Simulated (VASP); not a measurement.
# Ti5C6 in VASP: further runs

Runs on Ti5C6. Level: PBE. Tasks: single point.

Program: VASP 6.6.1. These are calculated values, not measurements. Logs are shortened: lines on timing, memory, paths and dates and some standing lists are left out, and cuts for length are marked.

## 1. The cell of the first run

The cell holds a slab with vacuum, 11 atoms: a = 3.064 Å, b = 3.064 Å, c = 27.508 Å, α = 90.00°, β = 90.00°, γ = 120.00°.

## 2. Single point, PBE

The input, INCAR:

```
PREC = Accurate
ENCUT = 520
EDIFF = 1E-6
ISMEAR = 0
SIGMA = 0.1
LREAL = False
LASPH = True
NELM = 60
ALGO = Normal
ISIF = 2
LWAVE = False
LCHARG = True
LDIPOL = True
IDIPOL = 3
DIPOL = 0.5 0.5 0.500
GGA = PE
LELF = True
LVHAR = True
LVACPOTAV = True
NBANDS = 53
```

The input, KPOINTS:

```
regular mesh
0
Gamma
  12 12 1
```

The input, POSCAR:

```
Ti5C6
1.0
    3.0638392726      0.0000000000      0.0000000000
   -1.5319196363      2.6533626432      0.0000000000
    0.0000000000      0.0000000000     27.5080714528
C Ti
6 5
Direct
    0.3333333333      0.6666666667      0.2726472487
    0.0000000000      0.0000000000      0.3635883492
    0.6666666667      0.3333333333      0.4545294497
    0.3333333333      0.6666666667      0.5454705503
    0.0000000000      0.0000000000      0.6364116508
    0.6666666667      0.3333333333      0.7273527513
    0.6666666667      0.3333333333      0.3181177990
    0.3333333333      0.6666666667      0.4090588995
    0.0000000000      0.0000000000      0.5000000000
    0.6666666667      0.3333333333      0.5909411005
    0.3333333333      0.6666666667      0.6818822010
```

Potentials or basis: VASP PAW PBE potentials, release 64 (C, Ti_sv).

On the command line:

```sh
cat potpaw_PBE.64/C/POTCAR potpaw_PBE.64/Ti_sv/POTCAR > POTCAR
mpirun -np 1 vasp_std > vasp.out
```

OUTCAR:

```text
PREC = Accurate
   ENCUT = 520
   EDIFF = 1E-6
   ISMEAR = 0
   LREAL = False
   LASPH = True
   NELM = 60
   ISIF = 2
   GGA = PE

 ion  position               nearest neighbor table
   1  0.333  0.667  0.273-   7 2.17   7 2.17   7 2.17
   2  0.000  0.000  0.364-   7 2.17   7 2.17   7 2.17   8 2.17   8 2.17   8 2.17
   3  0.667  0.333  0.455-   8 2.17   8 2.17   8 2.17   9 2.17   9 2.17   9 2.17
   4  0.333  0.667  0.545-  10 2.17  10 2.17  10 2.17   9 2.17   9 2.17   9 2.17
   5  0.000  0.000  0.636-  11 2.17  11 2.17  11 2.17  10 2.17  10 2.17  10 2.17
   6  0.667  0.333  0.727-  11 2.17  11 2.17  11 2.17
   7  0.667  0.333  0.318-   2 2.17   2 2.17   2 2.17   1 2.17   1 2.17   1 2.17
   8  0.333  0.667  0.409-   3 2.17   3 2.17   3 2.17   2 2.17   2 2.17   2 2.17
   9  0.000  0.000  0.500-   3 2.17   4 2.17   3 2.17   4 2.17   3 2.17   4 2.17
  10  0.667  0.333  0.591-   4 2.17   4 2.17   4 2.17   5 2.17   5 2.17   5 2.17
  11  0.333  0.667  0.682-   5 2.17   5 2.17   5 2.17   6 2.17   6 2.17   6 2.17

  LATTYP: Found a hexagonal cell.
 ALAT       =     3.0638392726
 C/A-ratio  =     8.9783010809

  Lattice vectors:

 A1 = (   3.0638392726,   0.0000000000,   0.0000000000)
 A2 = (  -1.5319196363,   2.6533626432,   0.0000000000)
 A3 = (   0.0000000000,   0.0000000000,  27.5080714528)

Analysis of symmetry for initial positions (statically):
=====================================================================
 Subroutine PRICEL returns:
 Original cell was already a primitive cell.

 Routine SETGRP: Setting up the symmetry group for a
 hexagonal supercell.

 Subroutine GETGRP returns: Found 12 space group operations
 (whereof 12 operations were pure point group operations)
 out of a pool of 24 trial point group operations.

The static configuration has the point symmetry D_3d.

Analysis of symmetry for dynamics (positions and initial velocities):
=====================================================================
 Subroutine PRICEL returns:
 Original cell was already a primitive cell.

 Routine SETGRP: Setting up the symmetry group for a
 hexagonal supercell.

 Subroutine GETGRP returns: Found 12 space group operations
 (whereof 12 operations were pure point group operations)
 out of a pool of 24 trial point group operations.

The dynamic configuration has the point symmetry D_3d.

 Subroutine INISYM returns: Found 12 space group operations
 (whereof 12 operations are pure point group operations),
 and found     1 'primitive' translations

----------------------------------------------------------------------------------------

                                     Primitive cell

  volume of cell :     223.6262

  direct lattice vectors                    reciprocal lattice vectors
     3.063839273  0.000000000  0.000000000     0.326387878  0.188440129  0.000000000
    -1.531919636  2.653362643  0.000000000     0.000000000  0.376880259  0.000000000
     0.000000000  0.000000000 27.508071453     0.000000000  0.000000000  0.036352966

  length of vectors
     3.063839273  3.063839273 27.508071453     0.376880259  0.376880259  0.036352966

  position of ions in fractional coordinates (direct lattice)
     0.333333333  0.666666667  0.272647249
     0.000000000  0.000000000  0.363588349
     0.666666667  0.333333333  0.454529450
     0.333333333  0.666666667  0.545470550
     0.000000000  0.000000000  0.636411651
     0.666666667  0.333333333  0.727352751
     0.666666667  0.333333333  0.318117799
     0.333333333  0.666666667  0.409058900
     0.000000000  0.000000000  0.500000000
     0.666666667  0.333333333  0.590941100
     0.333333333  0.666666667  0.681882201

  ion indices of the primitive-cell ions
   primitive index   ion index
                 1           1
                 2           2
                 3           3
                 4           4
                 5           5
                 6           6
                 7           7
                 8           8
                 9           9
                10          10
                11          11

----------------------------------------------------------------------------------------

 KPOINTS: regular mesh

Automatic generation of k-mesh.
 Grid dimensions read from file:
 generate k-points for:   12   12    1

 Generating k-lattice:

  Cartesian coordinates                     Fractional coordinates (reciprocal lattice)
     0.027198990  0.015703344  0.000000000     0.083333333  0.000000000  0.000000000
     0.000000000  0.031406688  0.000000000     0.000000000  0.083333333  0.000000000
     0.000000000  0.000000000  0.036352966     0.000000000  0.000000000  1.000000000

  Length of vectors
     0.031406688  0.031406688  0.036352966

  Shift w.r.t. Gamma in fractional coordinates (k-lattice)
     0.000000000  0.000000000  0.000000000

 Subroutine IBZKPT returns following result:
 ===========================================

 Found     19 irreducible k-points:

 Following reciprocal coordinates:
            Coordinates               Weight
  0.000000  0.000000  0.000000      1.000000
  0.083333  0.000000  0.000000      6.000000
  0.166667  0.000000  0.000000      6.000000
  0.250000  0.000000  0.000000      6.000000
  0.333333  0.000000  0.000000      6.000000
  0.416667  0.000000  0.000000      6.000000
[... 11 lines left out ...]
  0.333333  0.250000  0.000000     12.000000
  0.333333  0.333333  0.000000      2.000000
   k-points           NKPTS =     19   k-points in BZ     NKDIM =     19   number of bands    NBANDS=     53
   number of dos      NEDOS =    301   number of ions     NIONS =     11
   total plane-waves  NPLWV = 120960
   dimension x,y,z NGX =    24 NGY =   24 NGZ =  210
   dimension x,y,z NGXF=    48 NGYF=   48 NGZF=  420
   ions per type =               6   5
   NGX,Y,Z   is equivalent  to a cutoff of  13.02, 13.02, 12.69 a.u.
   NGXF,Y,Z  is equivalent  to a cutoff of  26.05, 26.05, 25.38 a.u.
 SYSTEM =  unknown system
   PREC   = accura    normal or accurate (medium, high low for compatibility)
   ISTART =      0    job   : 0-new  1-cont  2-samecut
   ICHARG =      2    charge: 1-file 2-atom 10-const
   ISPIN  =      1    spin polarized calculation?
   LNONCOLLINEAR =      F non collinear calculations
   LSORBIT =      F    spin-orbit coupling
   LASPH  =      T    aspherical Exc in radial PAW
   ENCUT  =  520.0 eV  38.22 Ry    6.18 a.u.   5.70  5.70 51.15*2*pi/ulx,y,z
   NELM   =     60;   NELMIN=  2; NELMDL= -5     # of ELM steps
   EDIFF  = 0.1E-05   stopping-criterion for ELM
   LREAL  =      F    real-space projection
   EDIFFG = 0.1E-04   stopping-criterion for IOM
   NSW    =      0    number of steps for IOM
   IBRION =     -1    ionic relax: 0-MD 1-quasi-New 2-CG
   NFREE  =      0    steps in history (QN), initial steepest desc. (CG)
   ISIF   =      2    stress and relaxation
   ISYM   =      2    0-nonsym 1-usesym 2-fastsym
   POTIM  = 0.5000    time-step for ionic-motion
   TEBEG  =    0.0;   TEEND  =   0.0 temperature during run
   PSTRESS=    0.0 pullay stress
   NELECT =      84.0000    total number of electrons
   NUPDOWN=      -1.0000    fix difference up-down
   EMIN   =  10.00;   EMAX   =-10.00  energy-range for DOS
   EFERMI =   0.00;   METHOD = LEGACY
   ISMEAR =     0;   SIGMA  =   0.10  broadening in eV -4-tet -1-fermi 0-gaus
   EFERMI_NEDOS =   21; number of points for ismear=-14 and -15
   IALGO  =     38    algorithm
   IMIX   =      4    mixing-type and parameters
     AMIX     =   0.40;   BMIX     =  1.00
     AMIX_MAG =   1.60;   BMIX_MAG =  1.00
  volume/ion in A,a.u.               =      20.33       137.19
  Fermi-wavevector in a.u.,A,eV,Ry     =   1.181210  2.232163 18.983616  1.395256
  Thomas-Fermi vector in A             =   2.317488
   LORBIT       =      0    0 simple, 1 ext, 2 COOP (PROOUT), +10 PAW based schemes
   GGA     = PE    functional components
   LHFCALC =     F    Hartree Fock is set to
   AEXX    =    0.0000 exact exchange contribution
   IVDW    =     0    specifies the selected vdW correction
   LEPSILON=     F    determine dielectric tensor
   LRPA    =     F    only Hartree local field effects (RPA)
 non-spin polarized calculation
 Gauss-broadening in eV      SIGMA  =   0.10
  energy-cutoff  :      520.00
  volume of cell :      223.63
 maximum number of plane-waves:      6056
 NGX is ok and might be reduce to    24
   NGX = 11   NGY = 11   NGZ =103

 dipolmoment           0.000000      0.000000      0.000000 electrons x Angstroem

 number of electron      83.9999981 magnetization

 dipolmoment           0.000000      0.000000     -0.000000 electrons x Angstroem

 Free energy of the ion-electron system (eV)
  ---------------------------------------------------
  ext. energy  EPLUGINS =         0.00000000
  ---------------------------------------------------
  free energy    TOTEN  =       -94.62174410 eV

  energy without entropy =      -94.59446030  energy(sigma->0) =      -94.60810220

 E-fermi :   1.0920     XC(G=0):  -6.8935

 val. band max:        1.0829609365   @ k =   0.0833   0.0833   0.0000
 cond. band min:       1.1253901698   @ k =   0.4167   0.0000   0.0000
 fundamental gap:      0.0424292334
 Fermi energy:         1.0920018746

 k-point     1 :       0.0000    0.0000    0.0000
  band No.  band energies     occupation
      1     -55.5977      2.00000
      2     -55.5666      2.00000
      3     -55.5455      2.00000
      4     -55.1844      2.00000
      5     -55.1844      2.00000
      6     -32.0633      2.00000
[... 45 lines left out ...]
     52       3.4614      0.00000
     53       3.5566      0.00000
[... 1006 lines left out ...]
     52       4.0865      0.00000
     53       4.0865      0.00000

------------------------ aborting loop because EDIFF is reached ----------------------------------------

  FORCE on cell =-STRESS in cart. coord.  units (eV):
  Direction    XX          YY          ZZ          XY          YZ          ZX
  --------------------------------------------------------------------------------------
  -------------------------------------------------------------------------------------
  Total       -2.7492831     -2.7492831     -2.1317536     -0.0000000      0.0000000     -0.0000000
  in kB      -19.6973277    -19.6973277    -15.2730177     -0.0000000      0.0000000     -0.0000000
  external PRESSURE =     -18.2225577 kB  Pullay stress =       0.0000000 kB

 VOLUME and BASIS-vectors are now :
 -----------------------------------------------------------------------------
  energy-cutoff  :      520.00
  volume of cell :      223.63
      direct lattice vectors                 reciprocal lattice vectors
     3.063839273  0.000000000  0.000000000     0.326387878  0.188440129  0.000000000
    -1.531919636  2.653362643  0.000000000     0.000000000  0.376880259  0.000000000
     0.000000000  0.000000000 27.508071453     0.000000000  0.000000000  0.036352966

 POSITION                                       TOTAL-FORCE (eV/Angst)
 -----------------------------------------------------------------------------------
     -0.00000      1.76891      7.50000        -0.000000      0.000000      0.900651
      0.00000      0.00000     10.00161         0.000000      0.000000     -0.338788
      1.53192      0.88445     12.50323        -0.000000      0.000000     -0.112110
     -0.00000      1.76891     15.00484         0.000000     -0.000000      0.112110
      0.00000      0.00000     17.50646         0.000000      0.000000      0.338788
      1.53192      0.88445     20.00807         0.000000     -0.000000     -0.900651
      1.53192      0.88445      8.75081        -0.000000     -0.000000     -0.778953
     -0.00000      1.76891     11.25242        -0.000000      0.000000      0.286122
      0.00000      0.00000     13.75404         0.000000      0.000000      0.000000
      1.53192      0.88445     16.25565         0.000000      0.000000     -0.286122
     -0.00000      1.76891     18.75726         0.000000      0.000000      0.778953
 -----------------------------------------------------------------------------------
    total drift:                                0.000000      0.000000     -0.000000

  FREE ENERGIE OF THE ION-ELECTRON SYSTEM (eV)
  ---------------------------------------------------
  free  energy   TOTEN  =       -94.6217441003 eV

  energy  without entropy=      -94.5944602950  energy(sigma->0) =      -94.60810220

 vacuum level on the upper side and lower side of the slab         7.795         7.795
```

Wall time 4.7 min (1 thread of Intel Xeon Platinum 8488C (Sapphire Rapids), shared host); peak memory 0.45 GiB.

Results:

```yaml
Free_energy: -94.6217 eV
Largest_force: 0.901 eV/Å
Band_gap_on_the_k_mesh: zero (bands 42 and 43 overlap by 1.27 eV)
```

Forces in eV/Å, atoms in the order of the input:
```
C    0.000  0.000  0.901
C    0.000  0.000 -0.339
C    0.000  0.000 -0.112
C    0.000  0.000  0.112
C    0.000  0.000  0.339
C    0.000  0.000 -0.901
Ti   0.000  0.000 -0.779
Ti   0.000  0.000  0.286
Ti   0.000  0.000  0.000
Ti   0.000  0.000 -0.286
Ti   0.000  0.000  0.779
```

## 3. Single point, PBE

The input, INCAR:

```
SYSTEM = Ti5C6
  PREC = Accurate
  ENCUT = 520
  EDIFF = 1E-6
  ISMEAR = 0
  SIGMA = 0.1
  LREAL = .False.
  LASPH = .True.
  NELM = 80
  ALGO = Normal
  ISIF = 2
  LWAVE = .False.
  LCHARG = .False.
  LDIPOL = .True.
  IDIPOL = 3
  DIPOL = 0.5 0.5 0.500
  GGA = PE
  NBANDS = 53
```

The input, KPOINTS:

```
Automatic mesh
0
Gamma
  12 12 1
  0 0 0
```

The input, POSCAR:

```
Ti5C6
1.0
    3.0638392726      0.0000000000      0.0000000000
   -1.5319196363      2.6533626432      0.0000000000
    0.0000000000      0.0000000000     27.5080714528
C Ti
6 5
Direct
    0.3333333333      0.6666666667      0.2770467713
    0.0000000000      0.0000000000      0.3633779127
    0.6666666667      0.3333333333      0.4543584440
    0.3333333333      0.6666666667      0.5456415517
    0.0000000000      0.0000000000      0.6366220913
    0.6666666667      0.3333333333      0.7229532239
    0.6666666667      0.3333333333      0.3177667266
    0.3333333333      0.6666666667      0.4091475055
    0.0000000000      0.0000000000      0.4999999974
    0.6666666667      0.3333333333      0.5908524960
    0.3333333333      0.6666666667      0.6822332796
```

Potentials or basis: VASP PAW PBE potentials, release 64 (C, Ti_sv).

On the command line:

```sh
cat potpaw_PBE.64/C/POTCAR potpaw_PBE.64/Ti_sv/POTCAR > POTCAR
mpirun -np 1 vasp_std > vasp.out
```

Wall time 4.7 min (1 thread of Intel Xeon Platinum 8488C (Sapphire Rapids), shared host); peak memory 0.44 GiB.

It converged, with:

* Free energy: -94.7417 eV
* Largest force: 0.014 eV/Å
* Band gap on the k mesh: zero (bands 42 and 43 overlap by 1.04 eV)

Forces on the atoms (eV/Å):
```
C    0.000  0.000 -0.014
C    0.000  0.000  0.004
C    0.000  0.000 -0.009
C    0.000  0.000  0.009
C    0.000  0.000 -0.004
C    0.000  0.000  0.014
Ti   0.000  0.000 -0.003
Ti   0.000  0.000  0.012
Ti   0.000  0.000  0.000
Ti   0.000  0.000 -0.012
Ti   0.000  0.000  0.003
```

Levels at points of the mesh, in eV from the Fermi level:
| k point | band 40 | band 41 | band 42 | band 43 | band 44 | band 45 |
| --- | --- | --- | --- | --- | --- | --- |
| (0.00, 0.00, 0.00) | 0.22 | 0.22 | 0.97 | 0.97 | 1.37 | 1.37 |
| (0.50, 0.00, 0.00) | -1.18 | -0.98 | 0.03 | 0.09 | 0.31 | 0.49 |
